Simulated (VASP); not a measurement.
Runs of VASP 6.6.1 on GaN. The structure is that of space group P6_3mc (No. 186), or close to it. The cells are those of the table. 

```csv
cell,gap on the mesh (eV),pressure (GPa),largest force (eV/Å)
"a = 3.185, b = 3.185, c = 10.389 Å, angles 90.0, 90.0, 120.0°, 8 atoms",1.83,(a),0.01
"a = 3.151, b = 3.151, c = 10.281 Å, angles 90.0, 90.0, 120.0°, 8 atoms",2.04,12.2,0.01
"a = 3.280, b = 3.280, c = 10.701 Å, angles 90.0, 90.0, 120.0°, 8 atoms",(b),-8.6,0.01
"a = 3.249, b = 3.249, c = 10.599 Å, angles 90.0, 90.0, 120.0°, 8 atoms",1.43,-4.6,-
"a = 3.217, b = 3.217, c = 10.495 Å, angles 90.0, 90.0, 120.0°, 8 atoms",(c),0.2,-
```

Alike in all rows: task single point; level PBE; potentials or basis VASP PAW PBE potentials, release 64 (Ga_d, N); no spin polarisation; k mesh 9 × 9 × 2; cutoff (eV) 520; smearing gaussian 0.01 eV.

Task: Estimate the missing entries.

Result: (a) 5.8; (b) 1.25; (c) 1.63.

A k mesh can miss the band edges, and the runs leave out spin-orbit coupling on Ga.
